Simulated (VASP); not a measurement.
# Cu (P3m1) in VASP: further runs

Runs on Cu. Level: PBEsol. Tasks: single point.

All numbers are computed with VASP 6.6.1; they aren't measurements. Logs are shortened: lines on timing, memory, paths and dates and some standing lists are left out, and cuts for length are marked.

## Step 1: The cell of the first run

It takes space group P3m1 (No. 156, trigonal). The conventional cell has a = 2.520 Å, b = 2.520 Å, c = 16.866 Å, α = 90.00°, β = 90.00°, γ = 120.00°. Cu (site symmetry 3m) has 12 Cu at 2.52 to 2.86 Å within 3.3 Å. Cu (site symmetry 3m) has 12 Cu at 2.52 Å within 3.3 Å. Within 3.3 Å of Cu (site symmetry 3m) lie 12 Cu at 2.52 to 2.86 Å. Cu (site symmetry 3m) has 12 Cu at 2.52 Å within 3.3 Å. Within 3.3 Å of Cu (site symmetry 3m) lie 12 Cu at 2.52 Å. Cu (site symmetry 3m) has 12 Cu at 2.52 Å within 3.3 Å. Cu (site symmetry 3m) has 12 Cu at 2.52 Å within 3.3 Å. Cu (site symmetry 3m) has 12 Cu at 2.52 Å within 3.3 Å.

## Step 2: Single point, PBEsol

The input, INCAR:

```
SYSTEM = Cu
PREC = Accurate ; ENCUT = 520
EDIFF = 1E-6 ; ISMEAR = 0
SIGMA = 0.15 ; LREAL = .False.
LASPH = .True. ; NELM = 60
ALGO = Fast ; ISIF = 2
LWAVE = .False. ; LCHARG = .True.
GGA = PS ; LELF = .True.
LVHAR = .True. ; NBANDS = 54
```

The input, KPOINTS:

```
Automatic mesh
0
Gamma
  17 17 3
  0 0 0
```

The input, POSCAR:

```
Cu
1.0
   -2.5195435222      0.0000000000      0.0000000000
   -1.2597717611     -2.1819886961      0.0000000000
    0.0000000000      0.0000000000     16.8659939893
Cu
8
Direct
    0.0000000000      0.0000000000      0.9152659117
    0.0000000000      0.0000000000      0.4271240921
    0.3333333333      0.3333333333      0.0610177274
    0.3333333333      0.3333333333      0.5491595470
    1.0000000000      1.0000000000      0.1830531823
    1.0000000000      1.0000000000      0.6711950019
    0.6666666667      0.6666666667      0.3050886372
    0.6666666667      0.6666666667      0.7932304568
```

Potentials or basis: VASP PAW PBE potentials, release 64 (Cu).

On the command line:

```bash
$ cat potpaw_PBE.64/Cu/POTCAR > POTCAR
$ mpirun -np 1 vasp_std > vasp.out
```

OUTCAR:

```text
SYSTEM = Cu
   PREC = Accurate
   ENCUT = 520
   EDIFF = 1E-6
   ISMEAR = 0
   LREAL = .False.
   LASPH = .True.
   NELM = 60
   ISIF = 2
   GGA = PS

 ion  position               nearest neighbor table
   1  0.000  0.000  0.915-   8 2.52   8 2.52   8 2.52
   2  0.000  0.000  0.427-   4 2.52   7 2.52   7 2.52   4 2.52   7 2.52   4 2.52
   3  0.333  0.333  0.061-   5 2.52   5 2.52   5 2.52
   4  0.333  0.333  0.549-   2 2.52   6 2.52   2 2.52   6 2.52   2 2.52   6 2.52
   5  0.000  0.000  0.183-   3 2.52   7 2.52   7 2.52   3 2.52   7 2.52   3 2.52
   6  0.000  0.000  0.671-   4 2.52   8 2.52   8 2.52   4 2.52   8 2.52   4 2.52
   7  0.667  0.667  0.305-   2 2.52   5 2.52   2 2.52   5 2.52   2 2.52   5 2.52
   8  0.667  0.667  0.793-   1 2.52   6 2.52   1 2.52   6 2.52   1 2.52   6 2.52

  LATTYP: Found a hexagonal cell.
 ALAT       =     2.5195435221
 C/A-ratio  =     6.6940673344

  Lattice vectors:

 A1 = (   1.2597717611,   2.1819886961,   0.0000000000)
 A2 = (  -2.5195435222,   0.0000000000,   0.0000000000)
 A3 = (   0.0000000000,   0.0000000000,  16.8659939893)

Analysis of symmetry for initial positions (statically):
=====================================================================
 Subroutine PRICEL returns:
 Original cell was already a primitive cell.

 Routine SETGRP: Setting up the symmetry group for a
 hexagonal supercell.

 Subroutine GETGRP returns: Found  6 space group operations
 (whereof  6 operations were pure point group operations)
 out of a pool of 24 trial point group operations.

The static configuration has the point symmetry C_3v.

Analysis of symmetry for dynamics (positions and initial velocities):
=====================================================================
 Subroutine PRICEL returns:
 Original cell was already a primitive cell.

 Routine SETGRP: Setting up the symmetry group for a
 hexagonal supercell.

 Subroutine GETGRP returns: Found  6 space group operations
 (whereof  6 operations were pure point group operations)
 out of a pool of 24 trial point group operations.

The dynamic configuration has the point symmetry C_3v.

 Subroutine INISYM returns: Found  6 space group operations
 (whereof  6 operations are pure point group operations),
 and found     1 'primitive' translations

----------------------------------------------------------------------------------------

                                     Primitive cell

  volume of cell :      92.7227

  direct lattice vectors                    reciprocal lattice vectors
    -2.519543522  0.000000000  0.000000000    -0.396897292  0.229148758  0.000000000
    -1.259771761 -2.181988696  0.000000000     0.000000000 -0.458297516  0.000000000
     0.000000000  0.000000000 16.865993989     0.000000000  0.000000000  0.059290902

  length of vectors
     2.519543522  2.519543522 16.865993989     0.458297516  0.458297516  0.059290902

  position of ions in fractional coordinates (direct lattice)
     0.000000000  0.000000000  0.915265912
     0.000000000  0.000000000  0.427124092
     0.333333333  0.333333333  0.061017727
     0.333333333  0.333333333  0.549159547
     0.000000000  0.000000000  0.183053182
     0.000000000  0.000000000  0.671195002
     0.666666667  0.666666667  0.305088637
     0.666666667  0.666666667  0.793230457

  ion indices of the primitive-cell ions
   primitive index   ion index
                 1           1
                 2           2
                 3           3
                 4           4
                 5           5
                 6           6
                 7           7
                 8           8

----------------------------------------------------------------------------------------

 KPOINTS: Automatic mesh

Automatic generation of k-mesh.
 Grid dimensions read from file:
 generate k-points for:   17   17    3

 Generating k-lattice:

  Cartesian coordinates                     Fractional coordinates (reciprocal lattice)
    -0.023346900  0.013479339  0.000000000     0.058823529 -0.000000000  0.000000000
     0.000000000 -0.026958677  0.000000000     0.000000000  0.058823529  0.000000000
     0.000000000  0.000000000  0.019763634     0.000000000  0.000000000  0.333333333

  Length of vectors
     0.026958677  0.026958677  0.019763634

  Shift w.r.t. Gamma in fractional coordinates (k-lattice)
     0.000000000  0.000000000  0.000000000

 Subroutine IBZKPT returns following result:
 ===========================================

 Found     90 irreducible k-points:

 Following reciprocal coordinates:
            Coordinates               Weight
  0.000000  0.000000  0.000000      1.000000
  0.058824  0.000000  0.000000      6.000000
  0.117647  0.000000  0.000000      6.000000
  0.176471  0.000000  0.000000      6.000000
  0.235294  0.000000  0.000000      6.000000
  0.294118  0.000000  0.000000      6.000000
[... 16 lines left out ...]
 -0.470588  0.117647  0.000000     12.000000
  0.352941  0.176471  0.000000      6.000000
 [... further k-points ...]
   k-points           NKPTS =     90   k-points in BZ     NKDIM =     90   number of bands    NBANDS=     54
   number of dos      NEDOS =    301   number of ions     NIONS =      8
   total plane-waves  NPLWV =  50400
   dimension x,y,z NGX =    20 NGY =   20 NGZ =  126
   dimension x,y,z NGXF=    40 NGYF=   40 NGZF=  252
   ions per type =               8
   NGX,Y,Z   is equivalent  to a cutoff of  13.20, 13.20, 12.42 a.u.
   NGXF,Y,Z  is equivalent  to a cutoff of  26.39, 26.39, 24.84 a.u.
 SYSTEM =  Cu
   PREC   = accura    normal or accurate (medium, high low for compatibility)
   ISTART =      0    job   : 0-new  1-cont  2-samecut
   ICHARG =      2    charge: 1-file 2-atom 10-const
   ISPIN  =      1    spin polarized calculation?
   LNONCOLLINEAR =      F non collinear calculations
   LSORBIT =      F    spin-orbit coupling
   LASPH  =      T    aspherical Exc in radial PAW
   ENCUT  =  520.0 eV  38.22 Ry    6.18 a.u.   4.68  4.68 31.36*2*pi/ulx,y,z
   NELM   =     60;   NELMIN=  2; NELMDL= -5     # of ELM steps
   EDIFF  = 0.1E-05   stopping-criterion for ELM
   LREAL  =      F    real-space projection
   EDIFFG = 0.1E-04   stopping-criterion for IOM
   NSW    =      0    number of steps for IOM
   IBRION =     -1    ionic relax: 0-MD 1-quasi-New 2-CG
   NFREE  =      0    steps in history (QN), initial steepest desc. (CG)
   ISIF   =      2    stress and relaxation
   ISYM   =      2    0-nonsym 1-usesym 2-fastsym
   POTIM  = 0.5000    time-step for ionic-motion
   TEBEG  =    0.0;   TEEND  =   0.0 temperature during run
   PSTRESS=    0.0 pullay stress
   NELECT =      88.0000    total number of electrons
   NUPDOWN=      -1.0000    fix difference up-down
   EMIN   =  10.00;   EMAX   =-10.00  energy-range for DOS
   EFERMI =   0.00;   METHOD = LEGACY
   ISMEAR =     0;   SIGMA  =   0.15  broadening in eV -4-tet -1-fermi 0-gaus
   EFERMI_NEDOS =   21; number of points for ismear=-14 and -15
   IALGO  =     68    algorithm
   IMIX   =      4    mixing-type and parameters
     AMIX     =   0.40;   BMIX     =  1.00
     AMIX_MAG =   1.60;   BMIX_MAG =  1.00
  volume/ion in A,a.u.               =      11.59        78.22
  Fermi-wavevector in a.u.,A,eV,Ry     =   1.608818  3.040225 35.215902  2.588296
  Thomas-Fermi vector in A             =   2.704627
   LORBIT       =      0    0 simple, 1 ext, 2 COOP (PROOUT), +10 PAW based schemes
   GGA     = PS    functional components
   LHFCALC =     F    Hartree Fock is set to
   AEXX    =    0.0000 exact exchange contribution
   IVDW    =     0    specifies the selected vdW correction
   LEPSILON=     F    determine dielectric tensor
   LRPA    =     F    only Hartree local field effects (RPA)
 non-spin polarized calculation
 RMM-DIIS sequential band-by-band and
 Gauss-broadening in eV      SIGMA  =   0.15
  energy-cutoff  :      520.00
  volume of cell :       92.72
 maximum number of plane-waves:      2535
   NGX =  9   NGY =  9   NGZ = 63

 number of electron      88.0000022 magnetization

 Free energy of the ion-electron system (eV)
  ---------------------------------------------------
  ext. energy  EPLUGINS =         0.00000000
  ---------------------------------------------------
  free energy    TOTEN  =       -34.24566668 eV

  energy without entropy =      -34.21677694  energy(sigma->0) =      -34.23122181

 E-fermi :   7.6746     XC(G=0): -13.0081

 val. band max:        7.6719065502   @ k =   0.3529   0.1765   0.3333
 cond. band min:       7.6834017321   @ k =   0.2353   0.4118   0.3333
 fundamental gap:      0.0114951819
 Fermi energy:         7.6745944355

 k-point     1 :       0.0000    0.0000    0.0000
  band No.  band energies     occupation
      1      -1.9909      2.00000
      2      -1.5131      2.00000
      3      -1.2050      2.00000
      4       0.0629      2.00000
      5       0.3209      2.00000
      6       1.8472      2.00000
[... 46 lines left out ...]
     53      19.8836      0.00000
     54      25.5800      0.00000

 k-point     2 :       0.0588    0.0000    0.0000
  band No.  band energies     occupation
      1      -1.8754      2.00000
      2      -1.4000      2.00000
      3      -1.0924      2.00000
      4       0.1674      2.00000
      5       0.4249      2.00000
      6       1.9343      2.00000
[... 46 lines left out ...]
     53      19.9687      0.00000
     54      25.6799      0.00000

 k-point     3 :       0.1176    0.0000    0.0000
  band No.  band energies     occupation
      1      -1.5330      2.00000
      2      -1.0654      2.00000
      3      -0.7594      2.00000
      4       0.4723      2.00000
      5       0.7282      2.00000
      6       2.1808      2.00000
[... 46 lines left out ...]
     53      20.2198      0.00000
     54      24.6385      0.00000
[... 1084 lines left out ...]
 k-point    23 :      -0.4706    0.1176    0.0000
  band No.  band energies     occupation
      1       2.5620      2.00000
      2       2.6519      2.00000
      3       2.7300      2.00000
      4       2.8215      2.00000
      5       2.9318      2.00000
      6       2.9750      2.00000
[... 46 lines left out ...]
     53      15.0841      0.00000
     54      15.1889      0.00000

 k-point    24 :       0.3529    0.1765    0.0000
  band No.  band energies     occupation
      1       0.8465      2.00000
      2       1.1988      2.00000
      3       1.4689      2.00000
      4       2.2573      2.00000
      5       2.4700      2.00000
      6       3.2056      2.00000
[... 46 lines left out ...]
     53      18.2703      0.00000
     54      18.7294      0.00000

 [... further k-points ...]

------------------------ aborting loop because EDIFF is reached ----------------------------------------

  FORCE on cell =-STRESS in cart. coord.  units (eV):
  Direction    XX          YY          ZZ          XY          YZ          ZX
  --------------------------------------------------------------------------------------
  -------------------------------------------------------------------------------------
  Total       -0.6444652     -0.6444652     -1.4633347      0.0000000     -0.0000000      0.0000000
  in kB      -11.1358598    -11.1358598    -25.2852901      0.0000000     -0.0000000      0.0000000
  external PRESSURE =     -15.8523366 kB  Pullay stress =       0.0000000 kB

 VOLUME and BASIS-vectors are now :
 -----------------------------------------------------------------------------
  energy-cutoff  :      520.00
  volume of cell :       92.72
      direct lattice vectors                 reciprocal lattice vectors
    -2.519543522  0.000000000  0.000000000    -0.396897292  0.229148758  0.000000000
    -1.259771761 -2.181988696  0.000000000     0.000000000 -0.458297516  0.000000000
     0.000000000  0.000000000 16.865993989     0.000000000  0.000000000  0.059290902

 POSITION                                       TOTAL-FORCE (eV/Angst)
 -----------------------------------------------------------------------------------
      0.00000      0.00000     15.43687         0.000000      0.000000      0.774308
      0.00000      0.00000      7.20387         0.000000      0.000000      0.003596
     -1.25977     -0.72733      1.02912         0.000000      0.000000     -0.754251
     -1.25977     -0.72733      9.26212         0.000000      0.000000     -0.005094
      0.00000      0.00000      3.08737         0.000000      0.000000     -0.081337
      0.00000      0.00000     11.32037         0.000000      0.000000      0.008054
     -2.51954     -1.45466      5.14562        -0.000000     -0.000000     -0.006071
     -2.51954     -1.45466     13.37862        -0.000000     -0.000000      0.060795
 -----------------------------------------------------------------------------------
    total drift:                                0.000000      0.000000      0.000116

  FREE ENERGIE OF THE ION-ELECTRON SYSTEM (eV)
  ---------------------------------------------------
  free  energy   TOTEN  =       -34.2456666781 eV

  energy  without entropy=      -34.2167769390  energy(sigma->0) =      -34.23122181
```

It took 11 min on 1 thread of Intel Xeon 8259CL, shared host; peak memory 0.43 GiB.

Results:

```
Free energy            : -34.2457 eV
Pressure               : -1.6 GPa
Largest force          : 0.774 eV/Å
Band gap on the k mesh : zero (bands 44 and 45 overlap by 4.91 eV)
```

Forces on the atoms (eV/Å):
```
Cu   0.000  0.000  0.774
Cu   0.000  0.000  0.004
Cu   0.000  0.000 -0.754
Cu   0.000  0.000 -0.005
Cu   0.000  0.000 -0.081
Cu   0.000  0.000  0.008
Cu   0.000  0.000 -0.006
Cu   0.000  0.000  0.061
```

Levels at points of the mesh, in eV from the Fermi level:
```
           k point  band 42  band 43  band 44  band 45  band 46  band 47  band 48  band 49
(0.00, 0.00, 0.00)    -1.85    -1.85    -1.81    -1.81    -1.72    -1.72    -1.30     3.27
```

Caveat: the PAW data sets were made with another functional, which shifts forces and pressure a little.

## Step 3: Single point, PBEsol

This run uses another cell than the first one, of 12.00 Å³/atom.

The input, INCAR:

```
PREC = Accurate
ENCUT = 520
EDIFF = 1E-6
ISMEAR = 0
SIGMA = 0.15
LREAL = F
LASPH = T
NELM = 100
ALGO = Fast
ISIF = 2
LWAVE = F
LCHARG = F
GGA = PS
NBANDS = 54
```

The input, KPOINTS:

```
Automatic mesh
0
Gamma
  17 17 3
```

The input, POSCAR:

```
Cu
1.0
   -2.5195435222      0.0000000000      0.0000000000
   -1.2597717611     -2.1819886961      0.0000000000
    0.0000000000      0.0000000000     17.4659939893
Cu
8
Direct
    0.0000000000      0.0000000000      0.8838242687
    0.0000000000      0.0000000000      0.4124513254
    0.3333333333      0.3333333333      0.0589216179
    0.3333333333      0.3333333333      0.5302945612
    1.0000000000      1.0000000000      0.1767648537
    1.0000000000      1.0000000000      0.6481377971
    0.6666666667      0.6666666667      0.2946080896
    0.6666666667      0.6666666667      0.7659810329
```

Potentials or basis: VASP PAW PBE potentials, release 64 (Cu).

On the command line:

```bash
$ cat potpaw_PBE.64/Cu/POTCAR > POTCAR
$ mpirun -np 1 vasp_std > vasp.out
```

OUTCAR:

```text
PREC = Accurate
   ENCUT = 520
   EDIFF = 1E-6
   ISMEAR = 0
   LREAL = F
   LASPH = T
   NELM = 100
   ISIF = 2
   GGA = PS

 ion  position               nearest neighbor table
   1  0.000  0.000  0.884-   8 2.52   8 2.52   8 2.52
   2  0.000  0.000  0.412-   4 2.52   7 2.52   7 2.52   4 2.52   7 2.52   4 2.52
   3  0.333  0.333  0.059-   5 2.52   5 2.52   5 2.52
   4  0.333  0.333  0.530-   2 2.52   2 2.52   2 2.52   6 2.52   6 2.52   6 2.52
   5  0.000  0.000  0.177-   3 2.52   3 2.52   3 2.52   7 2.52   7 2.52   7 2.52
   6  0.000  0.000  0.648-   8 2.52   8 2.52   8 2.52   4 2.52   4 2.52   4 2.52
   7  0.667  0.667  0.295-   2 2.52   2 2.52   2 2.52   5 2.52   5 2.52   5 2.52
   8  0.667  0.667  0.766-   1 2.52   6 2.52   1 2.52   6 2.52   1 2.52   6 2.52
[... 1582 lines left out ...]
  in kB      -17.9342983    -17.9342983    -27.5146670      0.0000000      0.0000000      0.0000000
  external PRESSURE =     -21.1277545 kB  Pullay stress =       0.0000000 kB

 VOLUME and BASIS-vectors are now :
 -----------------------------------------------------------------------------
  energy-cutoff  :      520.00
  volume of cell :       96.02
      direct lattice vectors                 reciprocal lattice vectors
    -2.519543522  0.000000000  0.000000000    -0.396897292  0.229148758  0.000000000
    -1.259771761 -2.181988696  0.000000000     0.000000000 -0.458297516  0.000000000
     0.000000000  0.000000000 17.465993989     0.000000000  0.000000000  0.057254113

 POSITION                                       TOTAL-FORCE (eV/Angst)
 -----------------------------------------------------------------------------------
      0.00000      0.00000     15.43687        -0.000000     -0.000000      0.556548
      0.00000      0.00000      7.20387        -0.000000     -0.000000      0.011727
     -1.25977     -0.72733      1.02912         0.000000      0.000000     -0.525159
     -1.25977     -0.72733      9.26212         0.000000      0.000000     -0.016218
      0.00000      0.00000      3.08737        -0.000000     -0.000000     -0.114522
      0.00000      0.00000     11.32037        -0.000000     -0.000000      0.032281
     -2.51954     -1.45466      5.14562         0.000000      0.000000     -0.026003
     -2.51954     -1.45466     13.37862        -0.000000     -0.000000      0.081345
 -----------------------------------------------------------------------------------
    total drift:                               -0.000000     -0.000000     -0.000434

  FREE ENERGIE OF THE ION-ELECTRON SYSTEM (eV)
  ---------------------------------------------------
  free  energy   TOTEN  =       -33.8036926029 eV

  energy  without entropy=      -33.7713557659  energy(sigma->0) =      -33.78752418
```

Wall time 5.1 min (1 thread of Intel Xeon 6975P-C (Granite Rapids), shared host); peak memory 0.44 GiB.

Results:

```yaml
Free_energy: -33.8037 eV
Pressure: -2.1 GPa
Largest_force: 0.557 eV/Å
Band_gap_on_the_k_mesh: zero (bands 44 and 45 overlap by 4.96 eV)
```

Forces on the atoms (eV/Å):
```
Cu   0.000  0.000  0.557
Cu   0.000  0.000  0.012
Cu   0.000  0.000 -0.525
Cu   0.000  0.000 -0.016
Cu   0.000  0.000 -0.115
Cu   0.000  0.000  0.032
Cu   0.000  0.000 -0.026
Cu   0.000  0.000  0.081
```

Levels at points of the mesh, in eV from the Fermi level:
| k point | band 43 | band 44 | band 45 | band 46 | band 47 | band 48 |
| --- | --- | --- | --- | --- | --- | --- |
| (0.00, 0.00, 0.00) | -1.82 | -1.70 | -1.70 | -1.67 | -1.67 | -1.30 |

Caveat: the PAW data sets were made with another functional, which shifts forces and pressure a little.

(Part 1 of 2 ends here.)

The gap in the log of VASP goes by the Fermi energy; the results here count the filled bands.